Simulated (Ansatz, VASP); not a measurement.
Sn2GeO3 in VASP and in Ansatz

```
Sn Ge O
1.0
     0.00000   -3.51578    0.00000
    -4.15040    0.00000    0.00000
     0.31500    0.00000  -14.90645
Sn Ge O
4 2 6
Cartesian
  0.2885 0.0000 -13.7562
  0.1438 0.0000 -8.8966
  -4.0164 0.0000 -3.7322
  -1.9434 -1.7579 -6.0638
  -2.0944 -1.7579 -11.0622
  -2.2659 -1.7579 -1.0167
  -1.6865 0.0000 -14.8291
  -1.8287 0.0000 -9.9687
  -1.9444 0.0000 -4.7481
  -3.9848 -1.7579 -0.1289
  -3.8114 -1.7579 -10.1736
  -4.0191 -1.7579 -5.0625
```

Alike in both runs: task single point; functional PBE; k mesh 4 × 4 × 1; occupations gaussian, width 0.1 eV; no spin polarisation.

|  | VASP | Ansatz |
| --- | --- | --- |
| version | VASP 6.6.1 | Ansatz 0.2.0 |
| potentials or method | VASP PAW PBE potentials, release 64 (Sn_d, Ge_d, O), cutoff 520 eV | scalar-relativistic, plane waves, PAW |
| valence electrons in the cell | 120 | 120 |

|  | VASP | Ansatz | Ansatz less VASP |
| --- | --- | --- | --- |
| gap on the k mesh at the Fermi level (eV) | 0.90 | 0.91 | +0.006 |
| least direct gap on the mesh (eV) | 1.74 | 1.77 | +0.031 |
| pressure (GPa) | 0.2 | 0.0 | -0.17 |
| traceless stress, the component that is largest in VASP (GPa) | 0.06 | 0.03 | -0.024 |
| rms of the force components (eV/Å) | 0.030 | 0.004 | -0.0252 |

Atom by atom the forces differ by 0.033 eV/Å (rms over components).

The k mesh is coarse, so the values compare programs but aren't converged.
